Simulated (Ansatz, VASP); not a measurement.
One calculation of Ta, two programs

File INCAR:

```
ALGO = Normal
EDIFF = 1E-7
EDIFFG = -0.005
ENCUT = 600
GGA = PS
IBRION = 2
ISIF = 3
ISMEAR = 1
LASPH = True
LCHARG = False
LREAL = False
LWAVE = False
NELM = 60
NSW = 60
PREC = Accurate
SIGMA = 0.1
```

KPOINTS

```
k-points
0
Gamma
  23 23 23
```

POSCAR

```
Ta
1.0
   -1.6550000000      1.6550000000      1.6550000000
    1.6550000000     -1.6550000000      1.6550000000
    1.6550000000      1.6550000000     -1.6550000000
Ta
1
Direct
    0.0000000000      0.0000000000      0.0000000000
```

Input for Ansatz:

```yaml
crystal:
  lattice:
    - [-1.655, 1.655, 1.655]
    - [1.655, -1.655, 1.655]
    - [1.655, 1.655, -1.655]
  atoms:
    - { symbol: Ta, position: [0.0, 0.0, 0.0] }
kpoints:
  mp_grid: { grid: [23, 23, 23] }
scf:
  occupations: { method: cold, width: 0.1 }
hamiltonian:
  xc: pbesol
  pseudopotentials: { kind: paw, azcp: { folder: soft_1 } }
output:
  forces: true
  stress: true
  populations: false
relax:
  f_tol: 0.005
  max_steps: 40
  cell: {}
```

Alike in both runs: task relaxation of cell and atoms; functional PBEsol; k mesh 23 × 23 × 23; no spin polarisation.

|  | VASP | Ansatz |
| --- | --- | --- |
| version | VASP 6.6.1 | Ansatz 0.2.0 |
| potentials or method | VASP PAW PBE potentials, release 64 (Ta_pv) | plane-wave PAW, scalar-relativistic |
| plane-wave cutoff (eV) | 600 | 420 |
| occupations | methfessel-paxton of order 1, width 0.1 eV | cold, width 0.1 eV |
| valence electrons in the cell | 11 | 13 |

|  | VASP | Ansatz | Ansatz less VASP |
| --- | --- | --- | --- |
| relaxed volume (Å³/atom) | 17.70 | 17.68 | -0.016 |
| relaxed cell length with the largest relative difference (Å) | 2.843 | 2.843 | -0.0009 |

VASP's potentials were made for PBE, not for PBEsol, and Ansatz warns of the same on its side. VASP's potentials hold 11 valence electrons a cell and Ansatz's 13, so a difference there can come from the potentials and not from the codes.

Spin-orbit coupling is off throughout.
